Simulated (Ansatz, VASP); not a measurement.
**One calculation of Hf, two programs**

Contents of INCAR:

```
SYSTEM = Hf
PREC = Accurate
ENCUT = 520
EDIFF = 1E-6
ISMEAR = -1
SIGMA = 0.05
LREAL = .False.
LASPH = .True.
NELM = 60
ALGO = Normal
ISIF = 2
LWAVE = .False.
LCHARG = .False.
GGA = PE
NBANDS = 28
```

The input KPOINTS:

```
regular mesh
0
Gamma
  13 8 8
  0 0 0
```

The input POSCAR:

```
Hf
1.0
   -1.6015984961      2.7740499685      0.0000000000
    0.0000000000      0.0000000000      5.0702495496
    4.8047954882      2.7740499686      0.0000000000
Hf
4
Direct
    0.5000000000      0.2500000000      0.1666666670
    0.0000000000      0.2500000000      0.6666666670
    0.0000000000      0.7500000000      0.3333333330
    0.5000000000      0.7500000000      0.8333333330
```

Input for Ansatz:

```yaml
crystal:
  lattice:
    - [-1.6015984961, 2.7740499685, 0.0]
    - [0.0, 0.0, 5.0702495496]
    - [4.8047954882, 2.7740499686, 0.0]
  atoms:
    - { symbol: Hf, position: [0.5, 0.25, 0.166666667] }
    - { symbol: Hf, position: [0.0, 0.25, 0.666666667] }
    - { symbol: Hf, position: [0.0, 0.75, 0.333333333] }
    - { symbol: Hf, position: [0.5, 0.75, 0.833333333] }
kpoints:
  mp_grid: { grid: [13, 8, 8] }
scf:
  occupations: { method: fermi_dirac, width: 0.05 }
hamiltonian:
  xc: pbe
  pseudopotentials: { kind: paw }
output:
  forces: true
  stress: true
  eigenvalues: true
```

Alike in both runs: task single point; functional PBE; k mesh 13 × 8 × 8; occupations fermi-dirac, width 0.05 eV; no spin polarisation.

|  | VASP | Ansatz |
| --- | --- | --- |
| version | VASP 6.6.1 | Ansatz 0.2.0 |
| potentials or method | VASP PAW PBE potentials, release 64 (Hf_pv) | PAW with Ansatz's default frozen-core files, scalar-relativistic |
| plane-wave cutoff (eV) | 520 | 420 |
| valence electrons in the cell | 40 | 104 |

Ansatz gave:

* pressure (GPa): 0.0
* traceless stress, the component that is largest in VASP (GPa): -0.09

Task: What did VASP give for the same quantities?

Result: Pressure (GPa): -0.4; traceless stress, the component that is largest in VASP (GPa): -0.16.

The functional is the same, so the differences come from potentials, cutoffs and numerics. VASP's potentials hold 40 valence electrons a cell and Ansatz's 104, so a difference there can come from the potentials and not from the codes.

Spin-orbit coupling is off throughout.
